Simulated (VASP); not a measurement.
Runs of VASP 6.6.1 on ZnS. The structure is that of space group P6_3mc (No. 186), or close to it. The cells are those of the table. 

```tsv
cell	gap on the mesh (eV)	pressure (GPa)	largest force (eV/Å)
a = 3.620, b = 3.620, c = 14.213 Å, angles 90.0, 90.0, 120.0°, 8 atoms	1.25	3.5	0.43
a = 3.914, b = 3.914, c = 12.809 Å, angles 90.0, 90.0, 120.0°, 8 atoms	1.83	-3.1	-
a = 3.759, b = 3.759, c = 13.889 Å, angles 90.0, 90.0, 120.0°, 8 atoms	1.49	(c)	0.19
a = 4.005, b = 4.005, c = 11.611 Å, angles 90.0, 90.0, 120.0°, 8 atoms	(a)	2.1	1.18
a = 4.075, b = 4.075, c = 11.814 Å, angles 90.0, 90.0, 120.0°, 8 atoms	(b)	-1.4	0.91
```

Alike in all rows: task single point; level PBE; potentials or basis VASP PAW PBE potentials, release 64 (Zn, S); no spin polarisation; k mesh 9 × 9 × 4; cutoff (eV) 520; smearing gaussian 0.05 eV.

Question: Fill in the values left out.

Answer: (a) 1.89; (b) 1.72; (c) -1.7.

Caveats: an odd mesh through Γ misses points on the zone boundary, where band edges can lie; the cell stands under pressure (at least some runs); the cell stands under tension (at least some runs); forces of over 1 eV/Å act on the atoms, so gaps and moduli don't describe the material at rest (at least some runs).
